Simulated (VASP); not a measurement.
# I (Cmce) in VASP: further runs

I is run at these levels: PBEsol; tasks: single point, relaxation of cell and atoms.

Program: VASP 6.6.1. These are calculated values, not measurements. Logs are shortened: lines on timing, memory, paths and dates and some standing lists are left out, and cuts for length are marked.

## 1. The cell of the first run

The structure is orthorhombic, space group Cmce (No. 64). Conventional cell: a = 7.491 Å, b = 4.399 Å, c = 9.633 Å, α = 90.00°, β = 90.00°, γ = 90.00°. Within 3.8 Å of I (site symmetry m) lie 4 I at 2.81 to 3.73 Å.

## 2. Single point, PBEsol

Contents of INCAR:

```
PREC = Accurate
ENCUT = 520
EDIFF = 1E-7
ISMEAR = -1
SIGMA = 0.02
LREAL = False
LASPH = True
NELM = 100
ALGO = Normal
ISIF = 2
LWAVE = False
LCHARG = False
GGA = PS
NBANDS = 22
```

Contents of KPOINTS:

```
Automatic mesh
0
Gamma
  6 6 3
```

Contents of POSCAR:

```
I
1.0
    3.7456922497     -2.1994509459      0.0000000000
    3.7456922497      2.1994509459      0.0000000000
    0.0000000000      0.0000000000      9.6333035576
I
4
Direct
    0.8277814332      0.1722185668      0.8772429725
    0.3277814332      0.6722185668      0.6227570275
    0.1722185668      0.8277814332      0.1227570275
    0.6722185668      0.3277814332      0.3772429725
```

Potentials or basis: VASP PAW PBE potentials, release 64 (I).

Started as:

```sh
$ cat potpaw_PBE.64/I/POTCAR > POTCAR
$ mpirun -np 1 vasp_std > vasp.out
```

OUTCAR:

```text
PREC = Accurate
   ENCUT = 520
   EDIFF = 1E-7
   ISMEAR = -1
   LREAL = False
   LASPH = True
   NELM = 100
   ISIF = 2
   GGA = PS

 ion  position               nearest neighbor table
   1  0.828  0.172  0.877-   3 2.81   2 3.29   2 3.29
   2  0.328  0.672  0.623-   4 2.81   1 3.29   1 3.29
   3  0.172  0.828  0.123-   1 2.81   4 3.29   4 3.29
   4  0.672  0.328  0.377-   2 2.81   3 3.29   3 3.29

  LATTYP: Found a base centered orthorhombic cell.
 ALAT       =     4.3989018918
 B/A-ratio  =     1.7030124071
 C/A-ratio  =     2.1899337140

  Lattice vectors:

 A1 = (  -3.7456922497,  -2.1994509459,   0.0000000000)
 A2 = (   3.7456922497,  -2.1994509459,   0.0000000000)
 A3 = (   0.0000000000,   0.0000000000,   9.6333035576)

Analysis of symmetry for initial positions (statically):
=====================================================================
 Subroutine PRICEL returns:
 Original cell was already a primitive cell.

 Routine SETGRP: Setting up the symmetry group for a
 base centered orthorhombic supercell.

 Subroutine GETGRP returns: Found  8 space group operations
 (whereof  4 operations were pure point group operations)
 out of a pool of  8 trial point group operations.

The static configuration has the point symmetry C_2h.
 The point group associated with its full space group is D_2h.

Analysis of symmetry for dynamics (positions and initial velocities):
=====================================================================
 Subroutine PRICEL returns:
 Original cell was already a primitive cell.

 Routine SETGRP: Setting up the symmetry group for a
 base centered orthorhombic supercell.

 Subroutine GETGRP returns: Found  8 space group operations
 (whereof  4 operations were pure point group operations)
 out of a pool of  8 trial point group operations.

The dynamic configuration has the point symmetry C_2h.
 The point group associated with its full space group is D_2h.

 Subroutine INISYM returns: Found  8 space group operations
 (whereof  4 operations are pure point group operations),
 and found     1 'primitive' translations

----------------------------------------------------------------------------------------

                                     Primitive cell

  volume of cell :     158.7273

  direct lattice vectors                    reciprocal lattice vectors
     3.745692250 -2.199450946  0.000000000     0.133486674 -0.227329462  0.000000000
     3.745692250  2.199450946  0.000000000     0.133486674  0.227329462  0.000000000
     0.000000000  0.000000000  9.633303558     0.000000000  0.000000000  0.103806549

  length of vectors
     4.343707505  4.343707505  9.633303558     0.263623550  0.263623550  0.103806549

  position of ions in fractional coordinates (direct lattice)
     0.827781433  0.172218567  0.877242972
     0.327781433  0.672218567  0.622757028
     0.172218567  0.827781433  0.122757028
     0.672218567  0.327781433  0.377242972

  ion indices of the primitive-cell ions
   primitive index   ion index
                 1           1
                 2           2
                 3           3
                 4           4

----------------------------------------------------------------------------------------

 KPOINTS: Automatic mesh

Automatic generation of k-mesh.
 Grid dimensions read from file:
 generate k-points for:    6    6    3

 Generating k-lattice:

  Cartesian coordinates                     Fractional coordinates (reciprocal lattice)
     0.022247779 -0.037888244  0.000000000     0.166666667  0.000000000  0.000000000
     0.022247779  0.037888244  0.000000000     0.000000000  0.166666667  0.000000000
     0.000000000  0.000000000  0.034602183     0.000000000  0.000000000  0.333333333

  Length of vectors
     0.043937258  0.043937258  0.034602183

  Shift w.r.t. Gamma in fractional coordinates (k-lattice)
     0.000000000  0.000000000  0.000000000

 Subroutine IBZKPT returns following result:
 ===========================================

 Found     26 irreducible k-points:

 Following reciprocal coordinates:
            Coordinates               Weight
  0.000000  0.000000  0.000000      1.000000
  0.166667  0.000000  0.000000      4.000000
  0.333333 -0.000000  0.000000      4.000000
  0.500000  0.000000  0.000000      2.000000
  0.166667  0.166667  0.000000      2.000000
  0.333333  0.166667  0.000000      4.000000
[... 16 lines left out ...]
  0.333333  0.333333  0.333333      4.000000
  0.500000  0.333333  0.333333      8.000000
 [... further k-points ...]
   k-points           NKPTS =     26   k-points in BZ     NKDIM =     26   number of bands    NBANDS=     22
   number of dos      NEDOS =    301   number of ions     NIONS =      4
   total plane-waves  NPLWV =  73728
   dimension x,y,z NGX =    32 NGY =   32 NGZ =   72
   dimension x,y,z NGXF=    64 NGYF=   64 NGZF=  144
   ions per type =               4
   NGX,Y,Z   is equivalent  to a cutoff of  12.25, 12.25, 12.43 a.u.
   NGXF,Y,Z  is equivalent  to a cutoff of  24.49, 24.49, 24.85 a.u.
 SYSTEM =  unknown system
   PREC   = accura    normal or accurate (medium, high low for compatibility)
   ISTART =      0    job   : 0-new  1-cont  2-samecut
   ICHARG =      2    charge: 1-file 2-atom 10-const
   ISPIN  =      1    spin polarized calculation?
   LNONCOLLINEAR =      F non collinear calculations
   LSORBIT =      F    spin-orbit coupling
   LASPH  =      T    aspherical Exc in radial PAW
   ENCUT  =  520.0 eV  38.22 Ry    6.18 a.u.   8.08  8.08 17.91*2*pi/ulx,y,z
   NELM   =    100;   NELMIN=  2; NELMDL= -5     # of ELM steps
   EDIFF  = 0.1E-06   stopping-criterion for ELM
   LREAL  =      F    real-space projection
   EDIFFG = 0.1E-05   stopping-criterion for IOM
   NSW    =      0    number of steps for IOM
   IBRION =     -1    ionic relax: 0-MD 1-quasi-New 2-CG
   NFREE  =      0    steps in history (QN), initial steepest desc. (CG)
   ISIF   =      2    stress and relaxation
   ISYM   =      2    0-nonsym 1-usesym 2-fastsym
   POTIM  = 0.5000    time-step for ionic-motion
   TEBEG  =    0.0;   TEEND  =   0.0 temperature during run
   PSTRESS=    0.0 pullay stress
   NELECT =      28.0000    total number of electrons
   NUPDOWN=      -1.0000    fix difference up-down
   EMIN   =  10.00;   EMAX   =-10.00  energy-range for DOS
   EFERMI =   0.00;   METHOD = LEGACY
   ISMEAR =    -1;   SIGMA  =   0.02  broadening in eV -4-tet -1-fermi 0-gaus
   EFERMI_NEDOS =   21; number of points for ismear=-14 and -15
   IALGO  =     38    algorithm
   IMIX   =      4    mixing-type and parameters
     AMIX     =   0.40;   BMIX     =  1.00
     AMIX_MAG =   1.60;   BMIX_MAG =  1.00
  volume/ion in A,a.u.               =      39.68       267.79
  Fermi-wavevector in a.u.,A,eV,Ry     =   0.918143  1.735039 11.469527  0.842986
  Thomas-Fermi vector in A             =   2.043191
   LORBIT       =      0    0 simple, 1 ext, 2 COOP (PROOUT), +10 PAW based schemes
   GGA     = PS    functional components
   LHFCALC =     F    Hartree Fock is set to
   AEXX    =    0.0000 exact exchange contribution
   IVDW    =     0    specifies the selected vdW correction
   LEPSILON=     F    determine dielectric tensor
   LRPA    =     F    only Hartree local field effects (RPA)
 non-spin polarized calculation
  energy-cutoff  :      520.00
  volume of cell :      158.73
 maximum number of plane-waves:      4302
   NGX = 17   NGY = 17   NGZ = 35

 number of electron      27.9999995 magnetization

 Free energy of the ion-electron system (eV)
  ---------------------------------------------------
  ext. energy  EPLUGINS =         0.00000000
  ---------------------------------------------------
  free energy    TOTEN  =        -7.01997050 eV

  energy without entropy =       -7.01997050  energy(sigma->0) =       -7.01997050

 E-fermi :   3.6593     XC(G=0):  -8.5302

 val. band max:        3.2525815264   @ k =   0.0000   0.0000   0.0000
 cond. band min:       4.1137830666   @ k =   0.5000   0.5000   0.3333
 fundamental gap:      0.8612015402
 Fermi energy:         3.6592539638

 k-point     1 :       0.0000    0.0000    0.0000
  band No.  band energies     occupation
      1     -10.5661      2.00000
      2      -9.7075      2.00000
      3      -9.0124      2.00000
      4      -7.4840      2.00000
      5      -1.5656      2.00000
      6       0.1537      2.00000
[... 14 lines left out ...]
     21      10.2925      0.00000
     22      11.1036      0.00000

 k-point     2 :       0.1667    0.0000    0.0000
  band No.  band energies     occupation
      1     -10.4330      2.00000
      2      -9.6571      2.00000
      3      -8.9135      2.00000
      4      -7.6073      2.00000
      5      -1.5218      2.00000
      6      -0.2544      2.00000
[... 14 lines left out ...]
     21      10.2216      0.00000
     22      10.4705      0.00000

 k-point     3 :       0.3333   -0.0000    0.0000
  band No.  band energies     occupation
      1     -10.0896      2.00000
      2      -9.5937      2.00000
      3      -8.6600      2.00000
      4      -7.9384      2.00000
      5      -1.6496      2.00000
      6      -1.2419      2.00000
[... 14 lines left out ...]
     21      10.6079      0.00000
     22      11.8439      0.00000

 k-point     4 :       0.5000    0.0000    0.0000
  band No.  band energies     occupation
      1      -9.7273      2.00000
      2      -9.7273      2.00000
      3      -8.3278      2.00000
      4      -8.3278      2.00000
      5      -1.7545      2.00000
      6      -1.7545      2.00000
[... 14 lines left out ...]
     21      11.6502      0.00000
     22      11.6502      0.00000

 k-point     5 :       0.1667    0.1667    0.0000
  band No.  band energies     occupation
      1     -10.4923      2.00000
      2      -9.6511      2.00000
      3      -8.9478      2.00000
      4      -7.4652      2.00000
      5      -1.4959      2.00000
      6       0.0716      2.00000
[... 417 lines left out ...]
 k-point    22 :      -0.1667    0.1667    0.3333
  band No.  band energies     occupation
      1     -10.0494      2.00000
      2      -9.8031      2.00000
      3      -8.4578      2.00000
      4      -8.0860      2.00000
      5      -1.5247      2.00000
      6      -1.1412      2.00000
[... 14 lines left out ...]
     21      10.4302      0.00000
     22      10.6567      0.00000

 k-point    23 :       0.3333    0.3333    0.3333
  band No.  band energies     occupation
      1     -10.2117      2.00000
      2      -9.8649      2.00000
      3      -8.3509      2.00000
      4      -7.7151      2.00000
      5      -1.0484      2.00000
      6      -0.4307      2.00000
[... 14 lines left out ...]
     21      10.8239      0.00000
     22      10.8258      0.00000

 k-point    24 :       0.5000    0.3333    0.3333
  band No.  band energies     occupation
      1     -10.0655      2.00000
      2      -9.7564      2.00000
      3      -8.3271      2.00000
      4      -7.8061      2.00000
      5      -1.2080      2.00000
      6      -0.8072      2.00000
[... 14 lines left out ...]
     21      10.8707      0.00000
     22      11.0189      0.00000

 [... further k-points ...]
[... 5 lines left out ...]
  --------------------------------------------------------------------------------------
  -------------------------------------------------------------------------------------
  Total        0.0193901     -0.0002283     -0.0047375      0.0000000     -0.0000000      0.0000000
  in kB        0.1957221     -0.0023048     -0.0478202      0.0000000     -0.0000000      0.0000000
  external PRESSURE =       0.0485324 kB  Pullay stress =       0.0000000 kB

 VOLUME and BASIS-vectors are now :
 -----------------------------------------------------------------------------
  energy-cutoff  :      520.00
  volume of cell :      158.73
      direct lattice vectors                 reciprocal lattice vectors
     3.745692250 -2.199450946  0.000000000     0.133486674 -0.227329462  0.000000000
     3.745692250  2.199450946  0.000000000     0.133486674  0.227329462  0.000000000
     0.000000000  0.000000000  9.633303558     0.000000000  0.000000000  0.103806549

 POSITION                                       TOTAL-FORCE (eV/Angst)
 -----------------------------------------------------------------------------------
      3.74569     -1.44188      8.45075         0.000000     -0.002031      0.004075
      3.74569      0.75757      5.99921         0.000000     -0.002031     -0.004075
      3.74569      1.44188      1.18256         0.000000      0.002031     -0.004075
      3.74569     -0.75757      3.63410         0.000000      0.002031      0.004075
 -----------------------------------------------------------------------------------
    total drift:                               -0.000000      0.000000      0.000000

  FREE ENERGIE OF THE ION-ELECTRON SYSTEM (eV)
  ---------------------------------------------------
  free  energy   TOTEN  =        -7.0199704974 eV

  energy  without entropy=       -7.0199704974  energy(sigma->0) =       -7.01997050
```

It took 2.2 min on 1 thread of Oxide Virtual Turin-like, shared host; peak memory 0.24 GiB.

What came out:

| Quantity | Value |
| --- | --- |
| Free energy | -7.0200 eV |
| Pressure | 0.0 GPa |
| Largest force | 0.005 eV/Å |
| Band gap on the k mesh | 0.86 eV (least direct gap 1.09 eV) |

Forces on the atoms (eV/Å):
```
I    0.000 -0.002  0.004
I    0.000 -0.002 -0.004
I    0.000  0.002 -0.004
I    0.000  0.002  0.004
```

Caveat: the PAW data sets were made with another functional, which shifts forces and pressure a little; spin-orbit coupling is left out, which moves the levels of the heavy elements. A k mesh can miss the band edges.

(Part 1 of 2 ends here.)
